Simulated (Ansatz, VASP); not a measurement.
## One calculation of Zn, two programs

```
Zn
1.0
     2.61436    0.00000    0.00000
    -1.30718    2.26410    0.00000
     0.00000    0.00000    4.87316
Zn
2
Direct
  0.33333 0.66667 0.25000
  0.66667 0.33333 0.75000
```

Alike in both runs: task relaxation of cell and atoms; functional LDA; k mesh 15 × 15 × 8; occupations gaussian, width 0.1 eV; no spin polarisation.

|  | VASP | Ansatz |
| --- | --- | --- |
| version | VASP 6.6.1 | Ansatz 0.2.0 |
| potentials or method | VASP PAW LDA potentials, release 64 (Zn), cutoff 600 eV | scalar-relativistic, plane waves, PAW |
| valence electrons in the cell | 24 | 24 |

VASP gave:

```
gap on the k mesh at the Fermi level, each at its own relaxed structure (eV) : none
relaxed volume (Å³/atom)                                                     : 13.76
relaxed cell length with the largest relative difference (Å)                 : 2.555
```

Problem. Estimate Ansatz's values.

Solution. gap on the k mesh at the Fermi level, each at its own relaxed structure (eV): none; relaxed volume (Å³/atom): 13.68; relaxed cell length with the largest relative difference (Å): 2.549.

Ansatz warns that its potentials were made for another functional, while VASP's fit it. LDA's correlation is that of Perdew and Zunger in VASP and of Perdew and Wang (1992) in Ansatz. A gap of «none» marks a metal or a gap that the smearing closes.
